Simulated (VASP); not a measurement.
# CdSe (P1) in VASP: single point with PBEsol

Aim: the single point of CdSe with PBEsol.

Everything below comes from runs of VASP 6.6.1. Logs are shortened: lines on timing, memory, paths and dates and some standing lists are left out, and cuts for length are marked.

### Step 1. The cell of the first run

The typed cell holds 2 atoms: a = 4.482 Å, b = 4.447 Å, c = 4.441 Å, α = 60.41°, β = 59.46°, γ = 60.23°.

### Step 2. Single point, PBEsol (atoms moved at random and the cell strained at random)

The input, INCAR:

```
ALGO = Normal
EDIFF = 1E-6
ENCUT = 520
GGA = PS
ISIF = 2
ISMEAR = 0
LASPH = T
LCHARG = F
LREAL = F
LWAVE = F
NBANDS = 16
NELM = 100
PREC = Accurate
SIGMA = 0.05
```

The input, KPOINTS:

```
k-points
0
Gamma
  10 10 10
```

The input, POSCAR:

```
CdSe
1.0
   -0.0058949207      3.1862353418      3.1517868989
    3.1328433256     -0.0101625977      3.1560545759
    3.1111058055      3.1687654987      0.0115749224
Cd Se
1 1
Direct
   -0.0369120487      0.0270985834      0.0159041325
    0.7869120487      0.7229014166      0.7340958675
```

Potentials or basis: VASP PAW PBE potentials, release 64 (Cd, Se).

On the command line:

```console
cat potpaw_PBE.64/Cd/POTCAR potpaw_PBE.64/Se/POTCAR > POTCAR
mpirun -np 1 vasp_std > vasp.out
```

OUTCAR:

```text
EDIFF = 1E-6
   ENCUT = 520
   GGA = PS
   ISIF = 2
   ISMEAR = 0
   LASPH = T
   LREAL = F
   NELM = 100
   PREC = Accurate

 ion  position               nearest neighbor table
   1  0.963  0.027  0.016-   2 2.55   2 2.62   2 2.79   2 3.01
   2  0.787  0.723  0.734-   1 2.55   1 2.62   1 2.79   1 3.01

  LATTYP: Found a triclinic cell.
 ALAT       =     4.4469642530
 B/A-ratio  =     1.4158626798
 C/A-ratio  =     0.9986007506
 COS(alpha) =     0.0051974499
 COS(beta)  =     0.4937727377
 COS(gamma) =     0.7114771521

  Lattice vectors:

 A1 = (  -3.1328433256,   0.0101625977,  -3.1560545759)
 A2 = (  -0.0158425994,  -0.0073072454,  -6.2962665524)
 A3 = (  -3.1111058055,  -3.1687654987,  -0.0115749224)

Analysis of symmetry for initial positions (statically):
=====================================================================
 Subroutine PRICEL returns:
 Original cell was already a primitive cell.

 Routine SETGRP: Setting up the symmetry group for a
 triclinic supercell.

 Subroutine GETGRP returns: Found  1 space group operations
 (whereof  1 operations were pure point group operations)
 out of a pool of  2 trial point group operations.

The static configuration has the point symmetry C_1 .

Analysis of symmetry for dynamics (positions and initial velocities):
=====================================================================
 Subroutine PRICEL returns:
 Original cell was already a primitive cell.

 Routine SETGRP: Setting up the symmetry group for a
 triclinic supercell.

 Subroutine GETGRP returns: Found  1 space group operations
 (whereof  1 operations were pure point group operations)
 out of a pool of  2 trial point group operations.

The dynamic configuration has the point symmetry C_1 .

 Subroutine INISYM returns: Found  1 space group operations
 (whereof  1 operations are pure point group operations),
 and found     1 'primitive' translations

----------------------------------------------------------------------------------------

                                     Primitive cell

  volume of cell :      62.6167

  direct lattice vectors                    reciprocal lattice vectors
    -0.005894921  3.186235342  3.151786899    -0.159716415  0.156229212  0.159044842
     3.132843326 -0.010162598  3.156054576     0.158909581 -0.156597380  0.158606175
     3.111105805  3.168765499  0.011574922     0.161106596  0.157987560 -0.159413010

  length of vectors
     4.481728579  4.446964253  4.440741841     0.274248358  0.273735114  0.276275066

  position of ions in fractional coordinates (direct lattice)
     0.963087951  0.027098583  0.015904132
     0.786912049  0.722901417  0.734095868

  ion indices of the primitive-cell ions
   primitive index   ion index
                 1           1
                 2           2

----------------------------------------------------------------------------------------

 KPOINTS: k-points

Automatic generation of k-mesh.
 Grid dimensions read from file:
 generate k-points for:   10   10   10

 Generating k-lattice:

  Cartesian coordinates                     Fractional coordinates (reciprocal lattice)
    -0.015971642  0.015622921  0.015904484     0.100000000  0.000000000 -0.000000000
     0.015890958 -0.015659738  0.015860617    -0.000000000  0.100000000 -0.000000000
     0.016110660  0.015798756 -0.015941301    -0.000000000  0.000000000  0.100000000

  Length of vectors
     0.027424836  0.027373511  0.027627507

  Shift w.r.t. Gamma in fractional coordinates (k-lattice)
     0.000000000  0.000000000  0.000000000

 Subroutine IBZKPT returns following result:
 ===========================================

 Found    504 irreducible k-points:

 Following reciprocal coordinates:
            Coordinates               Weight
  0.000000  0.000000  0.000000      1.000000
  0.100000 -0.000000  0.000000      2.000000
  0.200000 -0.000000  0.000000      2.000000
  0.300000 -0.000000  0.000000      2.000000
  0.400000 -0.000000 -0.000000      2.000000
  0.500000 -0.000000  0.000000      1.000000
[... 16 lines left out ...]
 -0.400000  0.200000 -0.000000      2.000000
 -0.300000  0.200000  0.000000      2.000000
 [... further k-points ...]
   k-points           NKPTS =    504   k-points in BZ     NKDIM =    504   number of bands    NBANDS=     16
   number of dos      NEDOS =    301   number of ions     NIONS =      2
   total plane-waves  NPLWV =  46656
   dimension x,y,z NGX =    36 NGY =   36 NGZ =   36
   dimension x,y,z NGXF=    72 NGYF=   72 NGZF=   72
   ions per type =               1   1
   NGX,Y,Z   is equivalent  to a cutoff of  13.35, 13.46, 13.48 a.u.
   NGXF,Y,Z  is equivalent  to a cutoff of  26.71, 26.92, 26.95 a.u.
 SYSTEM =  unknown system
   PREC   = accura    normal or accurate (medium, high low for compatibility)
   ISTART =      0    job   : 0-new  1-cont  2-samecut
   ICHARG =      2    charge: 1-file 2-atom 10-const
   ISPIN  =      1    spin polarized calculation?
   LNONCOLLINEAR =      F non collinear calculations
   LSORBIT =      F    spin-orbit coupling
   LASPH  =      T    aspherical Exc in radial PAW
   ENCUT  =  520.0 eV  38.22 Ry    6.18 a.u.   8.33  8.27  8.26*2*pi/ulx,y,z
   NELM   =    100;   NELMIN=  2; NELMDL= -5     # of ELM steps
   EDIFF  = 0.1E-05   stopping-criterion for ELM
   LREAL  =      F    real-space projection
   EDIFFG = 0.1E-04   stopping-criterion for IOM
   NSW    =      0    number of steps for IOM
   IBRION =     -1    ionic relax: 0-MD 1-quasi-New 2-CG
   NFREE  =      0    steps in history (QN), initial steepest desc. (CG)
   ISIF   =      2    stress and relaxation
   ISYM   =      2    0-nonsym 1-usesym 2-fastsym
   POTIM  = 0.5000    time-step for ionic-motion
   TEBEG  =    0.0;   TEEND  =   0.0 temperature during run
   PSTRESS=    0.0 pullay stress
   NELECT =      18.0000    total number of electrons
   NUPDOWN=      -1.0000    fix difference up-down
   EMIN   =  10.00;   EMAX   =-10.00  energy-range for DOS
   EFERMI =   0.00;   METHOD = LEGACY
   ISMEAR =     0;   SIGMA  =   0.05  broadening in eV -4-tet -1-fermi 0-gaus
   EFERMI_NEDOS =   21; number of points for ismear=-14 and -15
   IALGO  =     38    algorithm
   IMIX   =      4    mixing-type and parameters
     AMIX     =   0.40;   BMIX     =  1.00
     AMIX_MAG =   1.60;   BMIX_MAG =  1.00
  volume/ion in A,a.u.               =      31.31       211.28
  Fermi-wavevector in a.u.,A,eV,Ry     =   1.080444  2.041743 15.882888  1.167359
  Thomas-Fermi vector in A             =   2.216435
   LORBIT       =      0    0 simple, 1 ext, 2 COOP (PROOUT), +10 PAW based schemes
   GGA     = PS    functional components
   LHFCALC =     F    Hartree Fock is set to
   AEXX    =    0.0000 exact exchange contribution
   IVDW    =     0    specifies the selected vdW correction
   LEPSILON=     F    determine dielectric tensor
   LRPA    =     F    only Hartree local field effects (RPA)
 non-spin polarized calculation
 Gauss-broadening in eV      SIGMA  =   0.05
  energy-cutoff  :      520.00
  volume of cell :       62.62
 maximum number of plane-waves:      1707
 NGX is ok and might be reduce to    36
   NGX = 17   NGY = 17   NGZ = 17

 number of electron      17.9999999 magnetization

 Free energy of the ion-electron system (eV)
  ---------------------------------------------------
  ext. energy  EPLUGINS =         0.00000000
  ---------------------------------------------------
  free energy    TOTEN  =        -5.96082999 eV

  energy without entropy =       -5.96082999  energy(sigma->0) =       -5.96082999

 E-fermi :   0.2510     XC(G=0):  -8.6169

 val. band max:        0.0961269714   @ k =   0.0000   0.0000   0.0000
 cond. band min:       0.4045858630   @ k =   0.0000   0.0000   0.0000
 fundamental gap:      0.3084588916
 Fermi energy:         0.2510354028

 k-point     1 :       0.0000    0.0000    0.0000
  band No.  band energies     occupation
      1     -12.1355      2.00000
      2      -7.7794      2.00000
      3      -7.6750      2.00000
      4      -7.5182      2.00000
      5      -7.3905      2.00000
      6      -7.3744      2.00000
[... 8 lines left out ...]
     15      10.6498      0.00000
     16      10.8261      0.00000

 k-point     2 :       0.1000   -0.0000    0.0000
  band No.  band energies     occupation
      1     -12.1117      2.00000
      2      -7.7739      2.00000
      3      -7.6725      2.00000
      4      -7.4953      2.00000
      5      -7.3895      2.00000
      6      -7.3726      2.00000
[... 8 lines left out ...]
     15      10.2389      0.00000
     16      10.3625      0.00000

 k-point     3 :       0.2000   -0.0000    0.0000
  band No.  band energies     occupation
      1     -12.0488      2.00000
      2      -7.7600      2.00000
      3      -7.6669      2.00000
      4      -7.4268      2.00000
      5      -7.3854      2.00000
      6      -7.3653      2.00000
[... 8 lines left out ...]
     15       9.9348      0.00000
     16      10.1301      0.00000

 k-point     4 :       0.3000   -0.0000    0.0000
  band No.  band energies     occupation
      1     -11.9705      2.00000
      2      -7.7446      2.00000
      3      -7.6617      2.00000
      4      -7.3829      2.00000
      5      -7.3626      2.00000
      6      -7.3016      2.00000
[... 8 lines left out ...]
     15      10.1713      0.00000
     16      10.3763      0.00000

 k-point     5 :       0.4000   -0.0000   -0.0000
  band No.  band energies     occupation
      1     -11.9067      2.00000
      2      -7.7336      2.00000
      3      -7.6590      2.00000
      4      -7.3756      2.00000
      5      -7.3512      2.00000
      6      -7.1796      2.00000
[... 8 lines left out ...]
     15      10.9653      0.00000
     16      11.2271      0.00000

 k-point     6 :       0.5000   -0.0000    0.0000
  band No.  band energies     occupation
      1     -11.8823      2.00000
      2      -7.7298      2.00000
      3      -7.6584      2.00000
      4      -7.3726      2.00000
      5      -7.3468      2.00000
      6      -7.1220      2.00000
[... 8 lines left out ...]
     15      11.6898      0.00000
     16      12.0227      0.00000

 k-point     7 :       0.0000    0.1000   -0.0000
  band No.  band energies     occupation
      1     -12.1045      2.00000
      2      -7.7649      2.00000
      3      -7.6542      2.00000
      4      -7.5068      2.00000
      5      -7.3918      2.00000
      6      -7.3764      2.00000
[... 8 lines left out ...]
     15      10.0897      0.00000
     16      10.2869      0.00000

 k-point     8 :       0.1000    0.1000    0.0000
  band No.  band energies     occupation
      1     -12.0966      2.00000
      2      -7.7667      2.00000
      3      -7.6546      2.00000
      4      -7.5001      2.00000
      5      -7.3924      2.00000
      6      -7.3717      2.00000
[... 8 lines left out ...]
     15       9.9664      0.00000
     16      10.7880      0.00000

 k-point     9 :       0.2000    0.1000    0.0000
  band No.  band energies     occupation
      1     -12.0468      2.00000
      2      -7.7588      2.00000
      3      -7.6503      2.00000
      4      -7.4568      2.00000
      5      -7.3829      2.00000
      6      -7.3621      2.00000
[... 8 lines left out ...]
     15      10.6029      0.00000
     16      10.8191      0.00000
[... 172 lines left out ...]
 k-point    19 :       0.2000    0.2000    0.0000
  band No.  band energies     occupation
      1     -11.9941      2.00000
      2      -7.7235      2.00000
      3      -7.6017      2.00000
      4      -7.4693      2.00000
      5      -7.3776      2.00000
      6      -7.3613      2.00000
[... 8 lines left out ...]
     15      11.0790      0.00000
     16      11.5328      0.00000

 k-point    20 :       0.3000    0.2000   -0.0000
  band No.  band energies     occupation
      1     -11.9339      2.00000
      2      -7.7152      2.00000
      3      -7.5965      2.00000
      4      -7.4547      2.00000
      5      -7.3543      2.00000
      6      -7.3057      2.00000
[... 8 lines left out ...]
     15      11.4210      0.00000
     16      11.8835      0.00000

 k-point    21 :       0.4000    0.2000   -0.0000
  band No.  band energies     occupation
      1     -11.8702      2.00000
      2      -7.7040      2.00000
      3      -7.5926      2.00000
      4      -7.4401      2.00000
      5      -7.3459      2.00000
      6      -7.2003      2.00000
[... 8 lines left out ...]
     15      11.5825      0.00000
     16      12.0497      0.00000

 k-point    22 :       0.5000    0.2000   -0.0000
  band No.  band energies     occupation
      1     -11.8277      2.00000
      2      -7.6944      2.00000
      3      -7.5913      2.00000
      4      -7.4212      2.00000
      5      -7.3463      2.00000
      6      -7.1056      2.00000
[... 8 lines left out ...]
     15      11.6021      0.00000
     16      12.1597      0.00000

 k-point    23 :      -0.4000    0.2000   -0.0000
  band No.  band energies     occupation
      1     -11.8226      2.00000
      2      -7.6888      2.00000
      3      -7.5911      2.00000
      4      -7.4044      2.00000
      5      -7.3562      2.00000
      6      -7.0884      2.00000
[... 8 lines left out ...]
     15      10.9164      0.00000
     16      11.5373      0.00000

 k-point    24 :      -0.3000    0.2000    0.0000
  band No.  band energies     occupation
      1     -11.8566      2.00000
      2      -7.6884      2.00000
      3      -7.5911      2.00000
      4      -7.3984      2.00000
      5      -7.3702      2.00000
      6      -7.1659      2.00000
[... 8 lines left out ...]
     15      10.8188      0.00000
     16      11.8016      0.00000

 [... further k-points ...]

------------------------ aborting loop because EDIFF is reached ----------------------------------------

  FORCE on cell =-STRESS in cart. coord.  units (eV):
  Direction    XX          YY          ZZ          XY          YZ          ZX
  --------------------------------------------------------------------------------------
  -------------------------------------------------------------------------------------
  Total       -1.2963707     -1.1791979     -1.0368173     -0.1018274     -0.7727688      0.2052876
  in kB      -33.1703167    -30.1722108    -26.5291099     -2.6054630    -19.7728839      5.2527078
  external PRESSURE =     -29.9572125 kB  Pullay stress =       0.0000000 kB

 VOLUME and BASIS-vectors are now :
 -----------------------------------------------------------------------------
  energy-cutoff  :      520.00
  volume of cell :       62.62
      direct lattice vectors                 reciprocal lattice vectors
    -0.005894921  3.186235342  3.151786899    -0.159716415  0.156229212  0.159044842
     3.132843326 -0.010162598  3.156054576     0.158909581 -0.156597380  0.158606175
     3.111105805  3.168765499  0.011574922     0.161106596  0.157987560 -0.159413010

 POSITION                                       TOTAL-FORCE (eV/Angst)
 -----------------------------------------------------------------------------------
      0.12870      3.11875      3.12116        -0.791237      0.297987     -0.122008
      4.54395      4.82612      4.77019         0.791237     -0.297987      0.122008
 -----------------------------------------------------------------------------------
    total drift:                                0.000028     -0.000161     -0.000029

  FREE ENERGIE OF THE ION-ELECTRON SYSTEM (eV)
  ---------------------------------------------------
  free  energy   TOTEN  =        -5.9608299938 eV

  energy  without entropy=       -5.9608299892  energy(sigma->0) =       -5.96082999
```

Wall time 2.5 min (1 thread of Intel Xeon 6975P-C (Granite Rapids), shared host); peak memory 0.63 GiB.

What came out:

```yaml
Free_energy: -5.9608 eV
Pressure: -3.0 GPa
Largest_force: 0.854 eV/Å
Band_gap_on_the_k_mesh: 0.31 eV
```

Forces in eV/Å, atoms in the order of the input:
```
Cd  -0.791  0.298 -0.122
Se   0.791 -0.298  0.122
```

Stress tensor (GPa, compression positive):
```
-3.32 -0.26  0.53
-0.26 -3.02 -1.98
 0.53 -1.98 -2.65
```

Caveat: the cell differs from its parent crystal (atoms moved at random and the cell strained at random); the PAW data sets were made with another functional, which shifts forces and pressure a little.
